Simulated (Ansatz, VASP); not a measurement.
**BN: VASP beside Ansatz**

```xyz
2
Lattice="0.0000 1.7156 1.7156 1.7156 0.0000 1.7156 1.7156 1.7156 0.0000" Properties=species:S:1:pos:R:3 pbc="T T T"
B     0.0000    0.0000    0.0000
N     0.8578    0.8578    0.8578
```

Change from the starting cell: volume scaled by 0.88, LAPW.

Alike in both runs: task single point; functional LDA; k mesh 15 × 15 × 15; occupations fermi-dirac, width 0.1 eV; no spin polarisation.

|  | VASP | Ansatz |
| --- | --- | --- |
| version | VASP 6.6.1 | Ansatz 0.2.0 |
| potentials or method | VASP PAW LDA potentials, release 64 (B, N), cutoff 600 eV | all-electron LAPW, scalar-relativistic |

|  | VASP | Ansatz | Ansatz less VASP |
| --- | --- | --- | --- |
| gap on the k mesh at the Fermi level (eV) | 4.58 | 4.60 | +0.014 |
| pressure (GPa) | 66.0 | 65.0 | -1.01 |

LDA's correlation is that of Perdew and Zunger in VASP and of Perdew and Wang (1992) in Ansatz. Both programs put the cell under a high pressure, so it lies far from rest at this level. Ansatz ran all-electron here, and VASP with PAW potentials.

Noted on VASP's run: the cell as given lies far from equilibrium.
